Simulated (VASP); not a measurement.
# Au (P6/mmm) in VASP: a series of runs

Runs on Au. Level: LDA. Tasks: single point.

Everything below comes from runs of VASP 6.6.1. Logs are shortened: lines on timing, memory, paths and dates and some standing lists are left out, and cuts for length are marked.

## Step 1: The cell of the first run

The structure is hexagonal, space group P6/mmm (No. 191). The conventional cell has a = 2.450 Å, b = 2.450 Å, c = 2.375 Å, α = 90.00°, β = 90.00°, γ = 120.00°. Within 3.1 Å of Au (site symmetry 6/mmm) lie 8 Au at 2.38 to 2.45 Å.

## Step 2: Single point, LDA

INCAR

```
ALGO = Normal
EDIFF = 1E-6
ENCUT = 520
GGA = CA
ISIF = 2
ISMEAR = -1
LASPH = True
LCHARG = True
LELF = True
LREAL = False
LVHAR = True
LWAVE = False
NBANDS = 12
NELM = 60
PREC = Accurate
SIGMA = 0.05
```

KPOINTS

```
k-points
0
Gamma
  18 18 16
```

POSCAR

```
Au
1.0
    2.4503766618      0.0000000000      0.0000000000
   -1.2251883309      2.1220884380      0.0000000000
    0.0000000000      0.0000000000      2.3754523246
Au
1
Direct
    0.0000000000      0.0000000000      0.0000000000
```

Potentials or basis: VASP PAW LDA potentials, release 64 (Au).

Started as:

```console
$ cat potpaw_LDA.64/Au/POTCAR > POTCAR
$ mpirun -np 1 vasp_std > vasp.out
```

OUTCAR:

```text
EDIFF = 1E-6
   ENCUT = 520
   GGA = CA
   ISIF = 2
   ISMEAR = -1
   LASPH = True
   LREAL = False
   NELM = 60
   PREC = Accurate

 ion  position               nearest neighbor table
   1  0.000  0.000  0.000-

  LATTYP: Found a hexagonal cell.
 ALAT       =     2.4503766618
 C/A-ratio  =     0.9694233387

  Lattice vectors:

 A1 = (   2.4503766618,   0.0000000000,   0.0000000000)
 A2 = (  -1.2251883309,   2.1220884380,   0.0000000000)
 A3 = (   0.0000000000,   0.0000000000,   2.3754523246)

Analysis of symmetry for initial positions (statically):
=====================================================================
 Subroutine PRICEL returns:
 Original cell was already a primitive cell.

 Routine SETGRP: Setting up the symmetry group for a
 hexagonal supercell.

 Subroutine GETGRP returns: Found 24 space group operations
 (whereof 24 operations were pure point group operations)
 out of a pool of 24 trial point group operations.

The static configuration has the point symmetry D_6h.

Analysis of symmetry for dynamics (positions and initial velocities):
=====================================================================
 Subroutine PRICEL returns:
 Original cell was already a primitive cell.

 Routine SETGRP: Setting up the symmetry group for a
 hexagonal supercell.

 Subroutine GETGRP returns: Found 24 space group operations
 (whereof 24 operations were pure point group operations)
 out of a pool of 24 trial point group operations.

The dynamic configuration has the point symmetry D_6h.

 Subroutine INISYM returns: Found 24 space group operations
 (whereof 24 operations are pure point group operations),
 and found     1 'primitive' translations

----------------------------------------------------------------------------------------

                                     Primitive cell

  volume of cell :      12.3522

  direct lattice vectors                    reciprocal lattice vectors
     2.450376662  0.000000000  0.000000000     0.408100524  0.235616947  0.000000000
    -1.225188331  2.122088438  0.000000000     0.000000000  0.471233895  0.000000000
     0.000000000  0.000000000  2.375452325     0.000000000  0.000000000  0.420972456

  length of vectors
     2.450376662  2.450376662  2.375452325     0.471233895  0.471233895  0.420972456

  position of ions in fractional coordinates (direct lattice)
     0.000000000  0.000000000  0.000000000

  ion indices of the primitive-cell ions
   primitive index   ion index
                 1           1

[... 73 lines left out ...]
   EDIFFG = 0.1E-04   stopping-criterion for IOM
   NSW    =      0    number of steps for IOM
   IBRION =     -1    ionic relax: 0-MD 1-quasi-New 2-CG
   NFREE  =      0    steps in history (QN), initial steepest desc. (CG)
   ISIF   =      2    stress and relaxation
   ISYM   =      2    0-nonsym 1-usesym 2-fastsym
   POTIM  = 0.5000    time-step for ionic-motion
   TEBEG  =    0.0;   TEEND  =   0.0 temperature during run
   PSTRESS=    0.0 pullay stress
   NELECT =      11.0000    total number of electrons
   NUPDOWN=      -1.0000    fix difference up-down
   EMIN   =  10.00;   EMAX   =-10.00  energy-range for DOS
   EFERMI =   0.00;   METHOD = LEGACY
   ISMEAR =    -1;   SIGMA  =   0.05  broadening in eV -4-tet -1-fermi 0-gaus
   EFERMI_NEDOS =   21; number of points for ismear=-14 and -15
   IALGO  =     38    algorithm
   IMIX   =      4    mixing-type and parameters
     AMIX     =   0.40;   BMIX     =  1.00
     AMIX_MAG =   1.60;   BMIX_MAG =  1.00
  volume/ion in A,a.u.               =      12.35        83.36
  Fermi-wavevector in a.u.,A,eV,Ry     =   1.575040  2.976393 33.752655  2.480750
  Thomas-Fermi vector in A             =   2.676083
   LORBIT       =      0    0 simple, 1 ext, 2 COOP (PROOUT), +10 PAW based schemes
   GGA     = CA    functional components
   LHFCALC =     F    Hartree Fock is set to
   AEXX    =    0.0000 exact exchange contribution
   IVDW    =     0    specifies the selected vdW correction
   LEPSILON=     F    determine dielectric tensor
   LRPA    =     F    only Hartree local field effects (RPA)
 non-spin polarized calculation
  energy-cutoff  :      520.00
  volume of cell :       12.35
 maximum number of plane-waves:       351
   NGX =  9   NGY =  9   NGZ =  9

 number of electron      11.0000001 magnetization

 Free energy of the ion-electron system (eV)
  ---------------------------------------------------
  ext. energy  EPLUGINS =         0.00000000
  ---------------------------------------------------
  free energy    TOTEN  =        -2.34086845 eV

  energy without entropy =       -2.33901030  energy(sigma->0) =       -2.33993938

 E-fermi :  15.8702     XC(G=0): -14.8379

 val. band max:       15.8546026185   @ k =   0.4444   0.1111   0.5000
 cond. band min:      15.8731582406   @ k =   0.4444   0.0556   0.5000
 fundamental gap:      0.0185556221
 Fermi energy:        15.8701638723

 k-point     1 :       0.0000    0.0000    0.0000
  band No.  band energies     occupation
      1       2.0447      2.00000
      2       5.0992      2.00000
      3       8.7145      2.00000
      4       8.7145      2.00000
      5      14.0592      2.00000
      6      14.0592      2.00000
      7      29.7293      0.00000
      8      30.3761      0.00000
      9      38.2108      0.00000
     10      38.2108      0.00000
     11      40.4953      0.00000
     12      46.6347      0.00000
[... 331 lines left out ...]
 k-point    24 :       0.3889    0.1111    0.0000
  band No.  band energies     occupation
      1       5.0323      2.00000
      2       6.4597      2.00000
      3      10.6630      2.00000
      4      11.1490      2.00000
      5      12.9876      2.00000
      6      16.0933      0.02279
      7      21.9106      0.00000
      8      27.7915      0.00000
      9      33.8063      0.00000
     10      39.0955      0.00000
     11      41.5278      0.00000
     12      43.1869      0.00000

 [... further k-points ...]
[... 5 lines left out ...]
  --------------------------------------------------------------------------------------
  -------------------------------------------------------------------------------------
  Total       13.3172387     13.3172387     13.2486601     -0.0000000      0.0000000      0.0000000
  in kB     1727.3570629   1727.3570629   1718.4618571     -0.0000000      0.0000000      0.0000000
  external PRESSURE =    1724.3919943 kB  Pullay stress =       0.0000000 kB

 VOLUME and BASIS-vectors are now :
 -----------------------------------------------------------------------------
  energy-cutoff  :      520.00
  volume of cell :       12.35
      direct lattice vectors                 reciprocal lattice vectors
     2.450376662  0.000000000  0.000000000     0.408100524  0.235616947  0.000000000
    -1.225188331  2.122088438  0.000000000     0.000000000  0.471233895  0.000000000
     0.000000000  0.000000000  2.375452325     0.000000000  0.000000000  0.420972456

 POSITION                                       TOTAL-FORCE (eV/Angst)
 -----------------------------------------------------------------------------------
      0.00000      0.00000      0.00000         0.000000      0.000000      0.000000
 -----------------------------------------------------------------------------------
    total drift:                                0.000000      0.000000      0.000000

  FREE ENERGIE OF THE ION-ELECTRON SYSTEM (eV)
  ---------------------------------------------------
  free  energy   TOTEN  =        -2.3408684521 eV

  energy  without entropy=       -2.3390103036  energy(sigma->0) =       -2.33993938
```

OSZICAR:

```text
N       E                     dE             d eps       ncg     rms          rms(c)
DAV:   1     0.538683859688E+02    0.53868E+02   -0.58506E+03  8096   0.854E+02
DAV:   2    -0.191290553678E+01   -0.55781E+02   -0.53364E+02  9656   0.208E+02
DAV:   3    -0.267451656736E+01   -0.76161E+00   -0.76088E+00  9576   0.227E+01
DAV:   4    -0.267680672096E+01   -0.22902E-02   -0.22900E-02  9536   0.141E+00
DAV:   5    -0.267681905563E+01   -0.12335E-04   -0.12336E-04  9788   0.948E-02    0.276E+01
DAV:   6    -0.241475565083E+01    0.26206E+00   -0.36762E-01  8688   0.512E+00    0.165E+01
DAV:   7    -0.234559194895E+01    0.69164E-01   -0.12595E-01  9088   0.293E+00    0.243E+00
DAV:   8    -0.234084818867E+01    0.47438E-02   -0.12586E-02  8876   0.107E+00    0.151E-01
DAV:   9    -0.234086418389E+01   -0.15995E-04   -0.90614E-05  9820   0.909E-02    0.297E-02
DAV:  10    -0.234086845856E+01   -0.42747E-05   -0.38134E-06  9288   0.153E-02    0.326E-03
DAV:  11    -0.234086845206E+01    0.64982E-08   -0.76722E-08  5092   0.243E-03
   1 F= -.23408685E+01 E0= -.23399394E+01  d E =-.185815E-02
```

stdout:

```text
POSCAR found type information on POSCAR Au
 POSCAR found :  1 types and       1 ions
 scaLAPACK will be used
 LDA part: xc-table for (Slater(with rela. corr.)+CA(PZ))
 , standard interpolation
 POSCAR, INCAR and KPOINTS ok, starting setup
 FFT: planning ... GRIDC
 FFT: planning ... GRID_SOFT
 FFT: planning ... GRID
 WAVECAR not read
 entering main loop
```

It took 24 s on 1 thread of Intel Xeon Platinum 8375C at 2.90GHz (Ice Lake), shared host; peak memory 0.16 GiB.

Results:

- Free energy: -2.3409 eV
- Pressure: 172.4 GPa

Caveat: spin-orbit coupling is left out, which moves the levels of the heavy elements.

## Step 3: Single point, LDA

INCAR

```
SYSTEM = Au
PREC = Accurate
ENCUT = 520
EDIFF = 1E-6
ISMEAR = -1
SIGMA = 0.05
LREAL = .False.
LASPH = .True.
NELM = 100
ALGO = Normal
ISIF = 2
LWAVE = .False.
LCHARG = .False.
GGA = CA
NBANDS = 12
```

KPOINTS

```
regular mesh
0
Gamma
  18 18 16
  0 0 0
```

POSCAR

```
Au
1.0
    2.4503799286      0.0000000000      0.0000000000
   -1.2251899643      2.1220912671      0.0000000000
    0.0000000000      0.0000000000      2.3756420129
Au
1
Direct
    0.0000000000      0.0000000000      0.0000000000
```

Potentials or basis: VASP PAW LDA potentials, release 64 (Au).

Started as:

```console
$ cat potpaw_LDA.64/Au/POTCAR > POTCAR
$ mpirun -np 1 vasp_std > vasp.out
```

OUTCAR:

```text
SYSTEM = Au
   PREC = Accurate
   ENCUT = 520
   EDIFF = 1E-6
   ISMEAR = -1
   LREAL = .False.
   LASPH = .True.
   NELM = 100
   ISIF = 2
   GGA = CA

 ion  position               nearest neighbor table
   1  0.000  0.000  0.000-

  LATTYP: Found a hexagonal cell.
 ALAT       =     2.4503799286
 C/A-ratio  =     0.9694994581

  Lattice vectors:

 A1 = (   2.4503799286,   0.0000000000,   0.0000000000)
 A2 = (  -1.2251899643,   2.1220912671,   0.0000000000)
 A3 = (   0.0000000000,   0.0000000000,   2.3756420129)
[... 529 lines left out ...]
      4      11.1477      2.00000
      5      12.9853      2.00000
      6      16.0919      0.02249
      7      21.9090      0.00000
      8      27.7902      0.00000
      9      33.8032      0.00000
     10      39.0910      0.00000
     11      41.5254      0.00000
     12      43.1852      0.00000

 [... further k-points ...]
[... 5 lines left out ...]
  --------------------------------------------------------------------------------------
  -------------------------------------------------------------------------------------
  Total       13.3158928     13.3158928     13.2376349     -0.0000000     -0.0000000      0.0000000
  in kB     1727.0399824   1727.0399824   1716.8901094     -0.0000000     -0.0000000      0.0000000
  external PRESSURE =    1723.6566914 kB  Pullay stress =       0.0000000 kB

 VOLUME and BASIS-vectors are now :
 -----------------------------------------------------------------------------
  energy-cutoff  :      520.00
  volume of cell :       12.35
      direct lattice vectors                 reciprocal lattice vectors
     2.450379929  0.000000000  0.000000000     0.408099980  0.235616633  0.000000000
    -1.225189964  2.122091267  0.000000000     0.000000000  0.471233267  0.000000000
     0.000000000  0.000000000  2.375642013     0.000000000  0.000000000  0.420938843

 POSITION                                       TOTAL-FORCE (eV/Angst)
 -----------------------------------------------------------------------------------
      0.00000      0.00000      0.00000         0.000000      0.000000      0.000000
 -----------------------------------------------------------------------------------
    total drift:                                0.000000      0.000000      0.000000

  FREE ENERGIE OF THE ION-ELECTRON SYSTEM (eV)
  ---------------------------------------------------
  free  energy   TOTEN  =        -2.3419622529 eV

  energy  without entropy=       -2.3401061292  energy(sigma->0) =       -2.34103419
```

OSZICAR:

```text
N       E                     dE             d eps       ncg     rms          rms(c)
DAV:   1     0.540502864373E+02    0.54050E+02   -0.58589E+03  8176   0.853E+02
DAV:   2    -0.192809839468E+01   -0.55978E+02   -0.53650E+02  9560   0.209E+02
DAV:   3    -0.267571290946E+01   -0.74761E+00   -0.74712E+00  9620   0.225E+01
DAV:   4    -0.267790887749E+01   -0.21960E-02   -0.21959E-02  9532   0.138E+00
DAV:   5    -0.267792059159E+01   -0.11714E-04   -0.11714E-04  9796   0.929E-02    0.276E+01
DAV:   6    -0.241583021448E+01    0.26209E+00   -0.36780E-01  8732   0.513E+00    0.165E+01
DAV:   7    -0.234668537595E+01    0.69145E-01   -0.12593E-01  9056   0.293E+00    0.243E+00
DAV:   8    -0.234194204274E+01    0.47433E-02   -0.12576E-02  8888   0.107E+00    0.151E-01
DAV:   9    -0.234195799181E+01   -0.15949E-04   -0.90753E-05  9788   0.910E-02    0.297E-02
DAV:  10    -0.234196225709E+01   -0.42653E-05   -0.38211E-06  9284   0.153E-02    0.327E-03
DAV:  11    -0.234196225288E+01    0.42045E-08   -0.76782E-08  5116   0.243E-03
   1 F= -.23419623E+01 E0= -.23410342E+01  d E =-.185612E-02
```

Run time: 22 s. Hardware: 1 thread of Intel Xeon Platinum 8375C at 2.90GHz (Ice Lake), shared host; peak memory 0.15 GiB.

Results:

```yaml
Free_energy: -2.3420 eV
Pressure: 172.4 GPa
```

Levels at points of the mesh, in eV from the Fermi level:
```tsv
k point	band 2	band 3	band 4	band 5	band 6	band 7	band 8	band 9	band 10	band 11
(0.00, 0.00, 0.00)	-10.77	-7.15	-7.15	-1.81	-1.81	13.86	14.50	22.34	22.34	24.62
(0.50, 0.00, 0.00)	-9.40	-5.41	-2.60	-2.54	-1.21	5.69	13.29	17.13	22.22	23.47
(0.00, 0.00, 0.50)	-6.52	-6.52	-4.72	-4.72	-4.01	4.03	17.03	21.42	21.42	21.64
(0.50, 0.00, 0.50)	-10.23	-6.02	-0.93	0.12	4.03	4.05	13.82	16.41	16.55	20.52
```

Caveat: spin-orbit coupling is left out, which moves the levels of the heavy elements.
